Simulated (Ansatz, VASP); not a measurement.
# Ni in VASP and in Ansatz

```
Ni
1.0
     4.46155    0.00000    0.00000
     0.00000    4.46155    0.00000
     0.00000    0.00000    4.46155
Ni
8
Direct
  0.00000 0.00000 0.00000
  0.50000 0.50000 0.50000
  0.25000 0.00000 0.50000
  0.75000 0.00000 0.50000
  0.50000 0.25000 0.00000
  0.50000 0.75000 0.00000
  0.00000 0.50000 0.25000
  0.00000 0.50000 0.75000
```

Alike in both runs: functional PBE; k mesh 6 × 6 × 6; occupations fermi-dirac, width 0.1 eV; no spin polarisation.

Ansatz relaxed the structure, and its values are those at the end. VASP's run is a single point on that final structure, the one shown.

|  | VASP | Ansatz |
| --- | --- | --- |
| version | VASP 6.6.1 | Ansatz 0.2.0 |
| potentials or method | VASP PAW PBE potentials, release 64 (Ni), cutoff 520 eV | plane waves (420 eV) with PAW, scalar-relativistic |
| valence electrons in the cell | 80 | 144 |

|  | VASP | Ansatz | Ansatz less VASP |
| --- | --- | --- | --- |
| pressure (GPa) | 0.0 | 0.0 | +0.06 |

VASP's potentials hold 80 valence electrons a cell and Ansatz's 144, so a difference there can come from the potentials and not from the codes.
